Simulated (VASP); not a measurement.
KNaICl, 4 atoms in the cell. It takes space group P4/mmm (No. 123, tetragonal). Conventional cell: a = 4.375 Å, b = 4.375 Å, c = 6.614 Å, α = 90.00°, β = 90.00°, γ = 90.00°. K (site symmetry 4/mmm) has 4 Cl at 3.09 Å and 2 I at 3.31 Å within 4.1 Å. Within 4.1 Å of Na (site symmetry 4/mmm) lie 4 I at 3.09 Å and 2 Cl at 3.31 Å. Within 4.1 Å of I (site symmetry 4/mmm) lie 4 Na at 3.09 Å and 2 K at 3.31 Å. Within 4.1 Å of Cl (site symmetry 4/mmm) lie 4 K at 3.09 Å and 2 Na at 3.31 Å.  This cell differs from its parent crystal: strain -0.030 along x and y, -0.030 along z.

```yaml
Program: VASP 6.6.1
Task: single point
Functional: PBEsol
Potentials_or_basis: VASP PAW PBE potentials, release 64 (K_sv, Na_pv, I, Cl)
Cutoff: 520 eV
k_mesh: 6 × 6 × 4
Occupations: gaussian, width 0.05 eV
Spin: no spin polarisation
Dipole_correction: no
Further_INCAR_settings: ALGO = Normal; EDIFF = 1e-07; NBANDS = 23
```

Potentials or basis: VASP PAW PBE potentials, release 64 (K_sv, Na_pv, I, Cl).

Command:

```bash
$ cat potpaw_PBE.64/K_sv/POTCAR potpaw_PBE.64/Na_pv/POTCAR potpaw_PBE.64/I/POTCAR potpaw_PBE.64/Cl/POTCAR > POTCAR
$ mpirun -np 1 vasp_std > vasp.out
```

Hardware: 1 thread of Intel Xeon 8259CL (shared host).

Problem. How long does it take, and how much memory?

Solution. Wall time 2.1 min on 1 thread of Intel Xeon 8259CL (shared host), peak memory 0.3 GiB. Counts: scf iterations 15, k points 30.
